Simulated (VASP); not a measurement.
# CsH in VASP: notebook

Runs on CsH. Level: r2SCAN. Tasks: single point.

All numbers are computed with VASP 6.6.1; they aren't measurements. Logs are shortened: lines on timing, memory, paths and dates and some standing lists are left out, and cuts for length are marked.

### 1 The cell of the first run

Symmetry: Fm-3m, No. 225, cubic system. The conventional cell has a = 6.501 Å, b = 6.501 Å, c = 6.501 Å, α = 90.00°, β = 90.00°, γ = 90.00°. Within 4.3 Å of Cs (site symmetry m-3m) lie 6 H at 3.25 Å. H (site symmetry m-3m) has 6 Cs at 3.25 Å within 4.3 Å.

### 2 Single point, r2SCAN (volume scaled by 1.06)

Input file POSCAR:

```
CsH
1.0
    0.0000000000      3.2505256779      3.2505256779
    3.2505256779      0.0000000000      3.2505256779
    3.2505256779      3.2505256779      0.0000000000
Cs H
1 1
Direct
    0.0000000000      0.0000000000      0.0000000000
    0.5000000000      0.5000000000      0.5000000000
```

Input file INCAR.step1:

```
PREC = Accurate
ENCUT = 520
ISMEAR = 0
SIGMA = 0.02
LREAL = False
LASPH = True
NELM = 100
NBANDS = 12
GGA = PE
ALGO = Normal
EDIFF = 1E-4
LWAVE = True
LCHARG = False
```

Input file INCAR.step2:

```
PREC = Accurate
ENCUT = 520
EDIFF = 1E-6
ISMEAR = 0
SIGMA = 0.02
LREAL = False
LASPH = True
NELM = 100
ALGO = Normal
ISIF = 2
LWAVE = False
LCHARG = False
METAGGA = R2SCAN
LMIXTAU = True
NBANDS = 12
ISTART = 1
```

Input file KPOINTS:

```
regular mesh
0
Gamma
  6 6 6
```

Potentials or basis: VASP PAW PBE potentials, release 64 (Cs_sv, H).

Run with:

```bash
> cat potpaw_PBE.64/Cs_sv/POTCAR potpaw_PBE.64/H/POTCAR > POTCAR
> cp INCAR.step1 INCAR
> mpirun -np 1 vasp_std > vasp.out
> cp INCAR.step2 INCAR
> mpirun -np 1 vasp_std > vasp.out
```

OUTCAR:

```text
PREC = Accurate
   ENCUT = 520
   EDIFF = 1E-6
   ISMEAR = 0
   LREAL = False
   LASPH = True
   NELM = 100
   ISIF = 2
   METAGGA = R2SCAN
   ISTART = 1

 ion  position               nearest neighbor table
   1  0.000  0.000  0.000-
   2  0.500  0.500  0.500-

  LATTYP: Found a face centered cubic cell.
 ALAT       =     6.5010513558

  Lattice vectors:

 A1 = (   0.0000000000,   3.2505256779,   3.2505256779)
 A2 = (   3.2505256779,   0.0000000000,   3.2505256779)
 A3 = (   3.2505256779,   3.2505256779,   0.0000000000)

Analysis of symmetry for initial positions (statically):
=====================================================================
 Subroutine PRICEL returns:
 Original cell was already a primitive cell.

 Routine SETGRP: Setting up the symmetry group for a
 face centered cubic supercell.

 Subroutine GETGRP returns: Found 48 space group operations
 (whereof 48 operations were pure point group operations)
 out of a pool of 48 trial point group operations.

The static configuration has the point symmetry O_h .

Analysis of symmetry for dynamics (positions and initial velocities):
=====================================================================
 Subroutine PRICEL returns:
 Original cell was already a primitive cell.

 Routine SETGRP: Setting up the symmetry group for a
 face centered cubic supercell.

 Subroutine GETGRP returns: Found 48 space group operations
 (whereof 48 operations were pure point group operations)
 out of a pool of 48 trial point group operations.

The dynamic configuration has the point symmetry O_h .

 Subroutine INISYM returns: Found 48 space group operations
 (whereof 48 operations are pure point group operations),
 and found     1 'primitive' translations

----------------------------------------------------------------------------------------

                                     Primitive cell

  volume of cell :      68.6896

  direct lattice vectors                    reciprocal lattice vectors
     0.000000000  3.250525678  3.250525678    -0.153821274  0.153821274  0.153821274
     3.250525678  0.000000000  3.250525678     0.153821274 -0.153821274  0.153821274
     3.250525678  3.250525678  0.000000000     0.153821274  0.153821274 -0.153821274

  length of vectors
     4.596937499  4.596937499  4.596937499     0.266426261  0.266426261  0.266426261

  position of ions in fractional coordinates (direct lattice)
     0.000000000  0.000000000  0.000000000
     0.500000000  0.500000000  0.500000000

  ion indices of the primitive-cell ions
   primitive index   ion index
                 1           1
                 2           2

----------------------------------------------------------------------------------------

 KPOINTS: regular mesh

Automatic generation of k-mesh.
 Grid dimensions read from file:
 generate k-points for:    6    6    6

 Generating k-lattice:

  Cartesian coordinates                     Fractional coordinates (reciprocal lattice)
    -0.025636879  0.025636879  0.025636879     0.166666667  0.000000000  0.000000000
     0.025636879 -0.025636879  0.025636879     0.000000000  0.166666667  0.000000000
     0.025636879  0.025636879 -0.025636879     0.000000000  0.000000000  0.166666667

  Length of vectors
     0.044404377  0.044404377  0.044404377

  Shift w.r.t. Gamma in fractional coordinates (k-lattice)
     0.000000000  0.000000000  0.000000000

 Subroutine IBZKPT returns following result:
 ===========================================

 Found     16 irreducible k-points:

 Following reciprocal coordinates:
            Coordinates               Weight
  0.000000  0.000000  0.000000      1.000000
  0.166667  0.000000  0.000000      8.000000
  0.333333  0.000000  0.000000      8.000000
  0.500000  0.000000  0.000000      4.000000
  0.166667  0.166667  0.000000      6.000000
  0.333333  0.166667  0.000000     24.000000
[... 8 lines left out ...]
 -0.333333  0.333333  0.166667     24.000000
 -0.333333  0.500000  0.166667     12.000000
   k-points           NKPTS =     16   k-points in BZ     NKDIM =     16   number of bands    NBANDS=     12
   number of dos      NEDOS =    301   number of ions     NIONS =      2
   total plane-waves  NPLWV =  46656
   dimension x,y,z NGX =    36 NGY =   36 NGZ =   36
   dimension x,y,z NGXF=    72 NGYF=   72 NGZF=   72
   ions per type =               1   1
   NGX,Y,Z   is equivalent  to a cutoff of  13.02, 13.02, 13.02 a.u.
   NGXF,Y,Z  is equivalent  to a cutoff of  26.04, 26.04, 26.04 a.u.
 SYSTEM =  unknown system
   PREC   = accura    normal or accurate (medium, high low for compatibility)
   ISTART =      1    job   : 0-new  1-cont  2-samecut
   ICHARG =      0    charge: 1-file 2-atom 10-const
   ISPIN  =      1    spin polarized calculation?
   LNONCOLLINEAR =      F non collinear calculations
   LSORBIT =      F    spin-orbit coupling
   LASPH  =      T    aspherical Exc in radial PAW
   ENCUT  =  520.0 eV  38.22 Ry    6.18 a.u.   8.55  8.55  8.55*2*pi/ulx,y,z
   NELM   =    100;   NELMIN=  2; NELMDL=  0     # of ELM steps
   EDIFF  = 0.1E-05   stopping-criterion for ELM
   LREAL  =      F    real-space projection
   EDIFFG = 0.1E-04   stopping-criterion for IOM
   NSW    =      0    number of steps for IOM
   IBRION =     -1    ionic relax: 0-MD 1-quasi-New 2-CG
   NFREE  =      0    steps in history (QN), initial steepest desc. (CG)
   ISIF   =      2    stress and relaxation
   ISYM   =      2    0-nonsym 1-usesym 2-fastsym
   POTIM  = 0.5000    time-step for ionic-motion
   TEBEG  =    0.0;   TEEND  =   0.0 temperature during run
   PSTRESS=    0.0 pullay stress
   NELECT =      10.0000    total number of electrons
   NUPDOWN=      -1.0000    fix difference up-down
   EMIN   =  10.00;   EMAX   =-10.00  energy-range for DOS
   EFERMI =   0.00;   METHOD = LEGACY
   ISMEAR =     0;   SIGMA  =   0.02  broadening in eV -4-tet -1-fermi 0-gaus
   EFERMI_NEDOS =   21; number of points for ismear=-14 and -15
   IALGO  =     38    algorithm
   IMIX   =      4    mixing-type and parameters
     AMIX     =   0.40;   BMIX     =  1.00
     AMIX_MAG =   1.60;   BMIX_MAG =  1.00
  volume/ion in A,a.u.               =      34.34       231.77
  Fermi-wavevector in a.u.,A,eV,Ry     =   0.861214  1.627459 10.091306  0.741690
  Thomas-Fermi vector in A             =   1.978835
   LORBIT       =      0    0 simple, 1 ext, 2 COOP (PROOUT), +10 PAW based schemes
   METAGGA = R2SCAN    functional components
   LHFCALC =     F    Hartree Fock is set to
   AEXX    =    0.0000 exact exchange contribution
   IVDW    =     0    specifies the selected vdW correction
   LEPSILON=     F    determine dielectric tensor
   LRPA    =     F    only Hartree local field effects (RPA)
 non-spin polarized calculation
 Gauss-broadening in eV      SIGMA  =   0.02
  energy-cutoff  :      520.00
  volume of cell :       68.69
 maximum number of plane-waves:      1874
 NGX is ok and might be reduce to    36
   NGX = 17   NGY = 17   NGZ = 17

 number of electron      10.0000001 magnetization

 Free energy of the ion-electron system (eV)
  ---------------------------------------------------
  ext. energy  EPLUGINS =         0.00000000
  ---------------------------------------------------
  free energy    TOTEN  =       -28.98395895 eV

  energy without entropy =      -28.98395895  energy(sigma->0) =      -28.98395895

 E-fermi :  -0.2872     XC(G=0):  -7.3285

 val. band max:       -0.3770612037   @ k =   0.5000   0.0000   0.0000
 cond. band min:       2.3462981257   @ k =   0.5000   0.0000   0.0000
 fundamental gap:      2.7233593294
 Fermi energy:        -0.2872285540

 k-point     1 :       0.0000    0.0000    0.0000
  band No.  band energies     occupation
      1     -22.4381      2.00000
      2      -8.5783      2.00000
      3      -8.5783      2.00000
      4      -8.5783      2.00000
      5      -1.9100      2.00000
      6       5.3111      0.00000
      7       5.3111      0.00000
      8       5.3111      0.00000
      9       5.7447      0.00000
     10       7.1166      0.00000
     11       7.1166      0.00000
     12       8.7712      0.00000

 k-point     2 :       0.1667    0.0000    0.0000
  band No.  band energies     occupation
      1     -22.4224      2.00000
      2      -8.7724      2.00000
      3      -8.5982      2.00000
      4      -8.5982      2.00000
      5      -1.5518      2.00000
      6       4.3962      0.00000
      7       5.4553      0.00000
      8       5.4553      0.00000
      9       5.6707      0.00000
     10       6.7020      0.00000
     11       6.7020      0.00000
     12       9.8644      0.00000

 k-point     3 :       0.3333    0.0000    0.0000
  band No.  band energies     occupation
      1     -22.3906      2.00000
      2      -9.1227      2.00000
      3      -8.6374      2.00000
      4      -8.6374      2.00000
      5      -0.8079      2.00000
      6       2.9917      0.00000
      7       5.1363      0.00000
      8       5.1363      0.00000
      9       6.2924      0.00000
     10       7.3554      0.00000
     11       7.3555      0.00000
     12      11.3844      0.00000
[... 166 lines left out ...]
 k-point    15 :      -0.3333    0.3333    0.1667
  band No.  band energies     occupation
      1     -22.3592      2.00000
      2      -9.1051      2.00000
      3      -8.9164      2.00000
      4      -8.7596      2.00000
      5      -0.8568      2.00000
      6       3.5316      0.00000
      7       4.3321      0.00000
      8       5.6721      0.00000
      9       7.5929      0.00000
     10       7.7621      0.00000
     11       9.1026      0.00000
     12       9.3416      0.00000

 k-point    16 :      -0.3333    0.5000    0.1667
  band No.  band energies     occupation
      1     -22.3541      2.00000
      2      -9.0890      2.00000
      3      -8.9039      2.00000
      4      -8.8327      2.00000
      5      -1.0995      2.00000
      6       3.6697      0.00000
      7       4.7309      0.00000
      8       5.7704      0.00000
      9       8.2850      0.00000
     10       8.6974      0.00000
     11       8.7778      0.00000
     12       9.0497      0.00000

------------------------ aborting loop because EDIFF is reached ----------------------------------------

  FORCE on cell =-STRESS in cart. coord.  units (eV):
  Direction    XX          YY          ZZ          XY          YZ          ZX
  --------------------------------------------------------------------------------------
  -------------------------------------------------------------------------------------
  Total       -0.2036327     -0.2036327     -0.2036327     -0.0000000      0.0000000     -0.0000000
  in kB       -4.7497120     -4.7497120     -4.7497120     -0.0000000      0.0000000     -0.0000000
  external PRESSURE =      -4.7497120 kB  Pullay stress =       0.0000000 kB

 VOLUME and BASIS-vectors are now :
 -----------------------------------------------------------------------------
  energy-cutoff  :      520.00
  volume of cell :       68.69
      direct lattice vectors                 reciprocal lattice vectors
     0.000000000  3.250525678  3.250525678    -0.153821274  0.153821274  0.153821274
     3.250525678  0.000000000  3.250525678     0.153821274 -0.153821274  0.153821274
     3.250525678  3.250525678  0.000000000     0.153821274  0.153821274 -0.153821274

 POSITION                                       TOTAL-FORCE (eV/Angst)
 -----------------------------------------------------------------------------------
      0.00000      0.00000      0.00000        -0.000000      0.000000     -0.000000
      3.25053      3.25053      3.25053         0.000000     -0.000000      0.000000
 -----------------------------------------------------------------------------------
    total drift:                               -0.000000      0.000000      0.000000

  FREE ENERGIE OF THE ION-ELECTRON SYSTEM (eV)
  ---------------------------------------------------
  free  energy   TOTEN  =       -28.9839589495 eV

  energy  without entropy=      -28.9839589495  energy(sigma->0) =      -28.98395895
```

It took 63 s on 1 thread of AMD EPYC 7R13 (Zen 3), shared host; peak memory 0.18 GiB.

Results:

```
Free energy            : -28.9840 eV
Pressure               : -0.5 GPa
Band gap on the k mesh : 2.72 eV, direct
```

Levels at points of the mesh, in eV from the valence-band top:
```
           k point  band 2  band 3  band 4  band 5  band 6  band 7  band 8  band 9
(0.00, 0.00, 0.00)   -8.20   -8.20   -8.20   -1.53    5.69    5.69    5.69    6.12
(0.50, 0.00, 0.00)   -8.91   -8.28   -8.28    0.00    2.72    5.27    5.27    7.58
(0.50, 0.50, 0.00)   -8.80   -8.43   -8.43   -0.99    3.61    5.84    8.37    8.74
```

Caveat: the cell differs from its parent crystal (volume scaled by 1.06); the PAW data sets were made with another functional, which shifts forces and pressure a little; spin-orbit coupling is left out, which moves the levels of the heavy elements. A k mesh can miss the band edges.

### 3 Single point, r2SCAN

This run uses another cell than the first one, of 32.40 Å³/atom, 0.943 times its volume.

Input file POSCAR:

```
CsH
1.0
    0.0000000000      3.1880000000      3.1880000000
    3.1880000000      0.0000000000      3.1880000000
    3.1880000000      3.1880000000      0.0000000000
Cs H
1 1
Direct
    0.0000000000      0.0000000000      0.0000000000
    0.5000000000      0.5000000000      0.5000000000
```

Input file INCAR.step1:

```
PREC = Accurate
ENCUT = 520
ISMEAR = 0
SIGMA = 0.05
LREAL = F
LASPH = T
NELM = 100
NBANDS = 12
GGA = PE
ALGO = Normal
EDIFF = 1E-4
LWAVE = T
LCHARG = F
```

Input file INCAR.step2:

```
PREC = Accurate
ENCUT = 520
EDIFF = 1E-7
ISMEAR = 0
SIGMA = 0.05
LREAL = F
LASPH = T
NELM = 100
ALGO = Normal
ISIF = 2
LWAVE = F
LCHARG = F
METAGGA = R2SCAN
LMIXTAU = T
NBANDS = 12
ISTART = 1
```

Input file KPOINTS:

```
Automatic mesh
0
Gamma
  8 8 8
```

Potentials or basis: VASP PAW PBE potentials, release 64 (Cs_sv, H).

Run with:

```bash
> cat potpaw_PBE.64/Cs_sv/POTCAR potpaw_PBE.64/H/POTCAR > POTCAR
> cp INCAR.step1 INCAR
> mpirun -np 1 vasp_std > vasp.out
> cp INCAR.step2 INCAR
> mpirun -np 1 vasp_std > vasp.out
```

OUTCAR:

```text
PREC = Accurate
   ENCUT = 520
   EDIFF = 1E-7
   ISMEAR = 0
   LREAL = F
   LASPH = T
   NELM = 100
   ISIF = 2
   METAGGA = R2SCAN
   ISTART = 1

 ion  position               nearest neighbor table
   1  0.000  0.000  0.000-
   2  0.500  0.500  0.500-

  LATTYP: Found a face centered cubic cell.
 ALAT       =     6.3760000000

  Lattice vectors:

 A1 = (   0.0000000000,   3.1880000000,   3.1880000000)
 A2 = (   3.1880000000,   0.0000000000,   3.1880000000)
[... 534 lines left out ...]
      4      -8.4321      2.00000
      5      -0.5011      2.00000
      6       3.3378      0.00000
      7       4.8114      0.00000
      8       5.7888      0.00000
      9       7.8734      0.00000
     10       8.0962      0.00000
     11       9.6533      0.00000
     12       9.8123      0.00000

 [... further k-points ...]
[... 5 lines left out ...]
  --------------------------------------------------------------------------------------
  -------------------------------------------------------------------------------------
  Total        0.0168060      0.0168060      0.0168060     -0.0000000      0.0000000     -0.0000000
  in kB        0.4155182      0.4155182      0.4155182     -0.0000000      0.0000000     -0.0000000
  external PRESSURE =       0.4155182 kB  Pullay stress =       0.0000000 kB

 VOLUME and BASIS-vectors are now :
 -----------------------------------------------------------------------------
  energy-cutoff  :      520.00
  volume of cell :       64.80
      direct lattice vectors                 reciprocal lattice vectors
     0.000000000  3.188000000  3.188000000    -0.156838143  0.156838143  0.156838143
     3.188000000  0.000000000  3.188000000     0.156838143 -0.156838143  0.156838143
     3.188000000  3.188000000  0.000000000     0.156838143  0.156838143 -0.156838143

 POSITION                                       TOTAL-FORCE (eV/Angst)
 -----------------------------------------------------------------------------------
      0.00000      0.00000      0.00000        -0.000000      0.000000     -0.000000
      3.18800      3.18800      3.18800         0.000000      0.000000      0.000000
 -----------------------------------------------------------------------------------
    total drift:                               -0.000000      0.000000      0.000000

  FREE ENERGIE OF THE ION-ELECTRON SYSTEM (eV)
  ---------------------------------------------------
  free  energy   TOTEN  =       -28.9887725170 eV

  energy  without entropy=      -28.9887725170  energy(sigma->0) =      -28.98877252
```

OSZICAR.step1:

```text
N       E                     dE             d eps       ncg     rms          rms(c)
DAV:   1     0.454952111919E+02    0.45495E+02   -0.41413E+03   696   0.683E+02
DAV:   2    -0.171454100479E+01   -0.47210E+02   -0.44428E+02   888   0.117E+02
DAV:   3    -0.536013665976E+01   -0.36456E+01   -0.36378E+01   856   0.345E+01
DAV:   4    -0.539046403142E+01   -0.30327E-01   -0.30325E-01   812   0.361E+00
DAV:   5    -0.539057480934E+01   -0.11078E-03   -0.11078E-03   872   0.225E-01    0.379E+00
DAV:   6    -0.467094153918E+01    0.71963E+00   -0.55926E-01   816   0.288E+00    0.159E+00
DAV:   7    -0.452717545334E+01    0.14377E+00   -0.65355E-01   784   0.274E+00    0.680E-01
DAV:   8    -0.455986699441E+01   -0.32692E-01   -0.82262E-02   796   0.117E+00    0.471E-01
DAV:   9    -0.454919104437E+01    0.10676E-01   -0.19891E-02   804   0.600E-01    0.389E-02
DAV:  10    -0.454950915025E+01   -0.31811E-03   -0.30482E-03   744   0.211E-01    0.277E-02
DAV:  11    -0.454964517239E+01   -0.13602E-03   -0.35005E-04   772   0.857E-02    0.312E-02
DAV:  12    -0.454961032460E+01    0.34848E-04   -0.10629E-04   756   0.484E-02
   1 F= -.45496103E+01 E0= -.45496103E+01  d E =-.551022E-11
```

Run time: 3.2 min. Hardware: 1 thread of Intel Xeon 6975P-C, shared host; peak memory 0.22 GiB.

Results:

```
Free energy            : -28.9888 eV
Pressure               : 0.0 GPa
Band gap on the k mesh : 2.66 eV, direct
```

Levels at points of the mesh, in eV from the valence-band top:
```tsv
k point	band 3	band 4	band 5	band 6	band 7	band 8
(0.00, 0.00, 0.00)	-8.16	-8.16	-1.65	5.69	5.69	5.69
(0.50, 0.00, 0.00)	-8.25	-8.25	0.00	2.66	5.25	5.25
(0.50, 0.50, 0.00)	-8.43	-8.43	-1.15	3.50	6.08	8.64
```

Caveat: the PAW data sets were made with another functional, which shifts forces and pressure a little; spin-orbit coupling is left out, which moves the levels of the heavy elements.

[end of part 1 of 2]
